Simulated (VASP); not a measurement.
Crystal: RbCl.

```
CELL_PARAMETERS angstrom
-0.02204 3.28377 3.28377
3.28377 -0.02204 3.28377
3.28377 3.28377 -0.02204
ATOMIC_POSITIONS crystal
Rb 0.00000 0.00000 0.00000
Cl 0.50000 0.50000 0.50000
```

This cell differs from its parent crystal: strain along [111] -1.0%.

Base run:

* Program: VASP 6.6.1
* Functional: PBE
* Potentials or basis: VASP PAW PBE potentials, release 64 (Rb_sv, Cl)
* Cutoff: 500 eV
* k mesh: 4 × 4 × 4
* Occupations: gaussian, width 0.01 eV
* Spin: no spin polarisation

Its results: band gap on the k mesh 4.98 eV; pressure 0.8 GPa.

Task: After a change of settings the same cell gave: band gap on the k mesh 6.27 eV; pressure 0.5 GPa. Which change was it?
A. functional from PBE to HSE06; cutoff from 500 eV to 400 eV
B. k mesh from 4 × 4 × 4 to 6 × 6 × 6; occupations from gaussian, width 0.01 eV to fermi-dirac, width 0.02 eV
C. functional from PBE to r2SCAN; cutoff from 500 eV to 550 eV; k mesh from 4 × 4 × 4 to 6 × 6 × 6

Result: A.

Caveats: the PAW data sets were made with another functional, which shifts forces and pressure a little (at least some runs).
